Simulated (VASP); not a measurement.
Runs of VASP 6.6.1 on Cr. The structure is that of space group Im-3m (No. 229), or close to it. The cells are those of the table. 

| cell | gap on the mesh (eV) | pressure (GPa) |
| --- | --- | --- |
| a = 2.499 Å, angles 109.5°, 1 atom | none | -14.1 |
| a = 2.425 Å, angles 109.5°, 1 atom | none | (a) |
| a = 2.475 Å, angles 109.5°, 1 atom | none | -7.3 |
| a = 2.399 Å, angles 109.5°, 1 atom | none | (b) |
| a = 2.450 Å, angles 109.5°, 1 atom | none | 0.5 |

Alike in all rows: task single point; level r2SCAN; potentials or basis VASP PAW PBE potentials, release 64 (Cr_pv); no spin polarisation; k mesh 17 × 17 × 17; cutoff (eV) 550; smearing fermi-dirac 0.1 eV.

**Question.** Estimate the missing entries.

**Answer.** (a) 9.9; (b) 20.8.

Caveats: the PAW data sets were made with another functional, which shifts forces and pressure a little; the run has no spin polarisation, though such a crystal can be magnetic.

A gap of «none» marks levels without a gap at the run's occupations.
